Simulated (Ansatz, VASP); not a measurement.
## C in VASP and in Ansatz

```
C
1.0
     0.00000    1.79521    1.79521
     1.79521    0.00000    1.79521
     1.79521    1.79521    0.00000
C
2
Direct
  0.50000 0.50000 0.50000
  0.75000 0.75000 0.75000
```

Change from the starting cell: volume scaled by 1.02, PAW files.

Alike in both runs: task electric field gradients; functional LDA; k mesh 20 × 20 × 20; occupations fermi-dirac, width 0.08 eV; no spin polarisation.

|  | VASP | Ansatz |
| --- | --- | --- |
| version | VASP 6.6.1 | Ansatz 0.2.0 |
| potentials or method | VASP PAW LDA potentials, release 64 (C) | PAW with Ansatz's default frozen-core files, scalar-relativistic |
| plane-wave cutoff (eV) | 520 | 420 |
| valence electrons in the cell | 8 | 8 |

Ansatz gave:

| Property | Result |
| --- | --- |
| gap on the k mesh at the Fermi level (eV) | 4.06 |
| pressure (GPa) | -21.1 |

Problem. Estimate VASP's values.

Solution. gap on the k mesh at the Fermi level (eV): 4.05; pressure (GPa): -19.7.

LDA's correlation is that of Perdew and Zunger in VASP and of Perdew and Wang (1992) in Ansatz.
